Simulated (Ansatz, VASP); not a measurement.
## Zr: VASP beside Ansatz

```xyz
1
Lattice="-1.8643 1.8643 1.8100 1.8643 -1.8643 1.8100 1.8643 1.8643 -1.8100" Properties=species:S:1:pos:R:3 pbc="T T T"
Zr    0.0000    0.0000    0.0000
```

Change from the starting cell: equal xx and yy strain of +3 %, crystal datasets.

Alike in both runs: task electric field gradients; functional PBEsol; k mesh 14 × 14 × 14; occupations fermi-dirac, width 0.08 eV; no spin polarisation.

|  | VASP | Ansatz |
| --- | --- | --- |
| version | VASP 6.6.1 | Ansatz 0.2.0 |
| potentials or method | VASP PAW PBE potentials, release 64 (Zr_sv), cutoff 520 eV | all-electron PAW with datasets made for the crystal, scalar-relativistic |

|  | VASP | Ansatz | Ansatz less VASP |
| --- | --- | --- | --- |
| pressure (GPa) | -10.4 | -10.4 | -0.03 |
| traceless stress, the component that is largest in VASP (GPa) | -0.37 | -0.37 | +0.002 |
| size of Vzz on the site where it differs most (V/Å²) | 1.7 | 1.6 | -0.06 |

VASP's potentials were made for PBE, not for PBEsol. Ansatz ran all-electron here, and VASP with PAW potentials.
